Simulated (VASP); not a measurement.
Write the native input for VASP 6.6.1 that does the following.

- Task: single point
- Functional: PBEsol
- Potentials or basis: VASP PAW PBE potentials, release 64 (Rh_pv, La, Zn)
- Cutoff: 520 eV
- k mesh: 9 × 9 × 9
- Occupations: gaussian, width 0.1019 eV
- Spin: no spin polarisation
- Dipole correction: no
- Further INCAR settings: ALGO = Normal; EDIFF = 1e-06; NBANDS = 40

The structure of LaZn2Rh2 lies in POSCAR:

```
LaZn2Rh2
1.0
    0.0000000000      4.2366380000      0.0000000000
    4.2366380000      0.0000000000      0.0000000000
    2.1183190000      2.1183190000     -5.4364590000
Rh La Zn
2 1 2
Direct
    0.7500000000      0.2500000000      0.5000000000
    0.2500000000      0.7500000000      0.5000000000
    0.0000000000      0.0000000000      0.0000000000
    0.3780000000      0.3780000000      0.2440000000
    0.6220000000      0.6220000000      0.7560000000
```

These files were run (other wordings do the same):

INCAR

```
SYSTEM = LaZn2Rh2
PREC = Accurate
ENCUT = 520
EDIFF = 1E-6
ISMEAR = 0
SIGMA = 0.1019
LREAL = .False.
LASPH = .True.
NELM = 80
ALGO = Normal
ISIF = 2
LWAVE = .False.
LCHARG = .False.
GGA = PS
NBANDS = 40
```

KPOINTS

```
Automatic mesh
0
Gamma
  9 9 9
  0 0 0
```

Potentials or basis: VASP PAW PBE potentials, release 64 (Rh_pv, La, Zn).

The run is started by

```sh
$ cat potpaw_PBE.64/Rh_pv/POTCAR potpaw_PBE.64/La/POTCAR potpaw_PBE.64/Zn/POTCAR > POTCAR
$ mpirun -np 1 vasp_std > vasp.out
```

It gave:

```
Pressure               : -8.3 GPa
Largest force          : 0.092 eV/Å
Band gap on the k mesh : zero (an odd number of electrons rules out a gap without spin polarisation)
```

Caveat: the stress differs along the axes, from -13 to -6 GPa; the PAW data sets were made with another functional, which shifts forces and pressure a little; spin-orbit coupling is left out, which moves the levels of the heavy elements.

It took 5.4 min on 1 thread of AMD EPYC 7R43 64-Core Processor (Zen 3), on a shared host, peak memory 0.38 GiB.
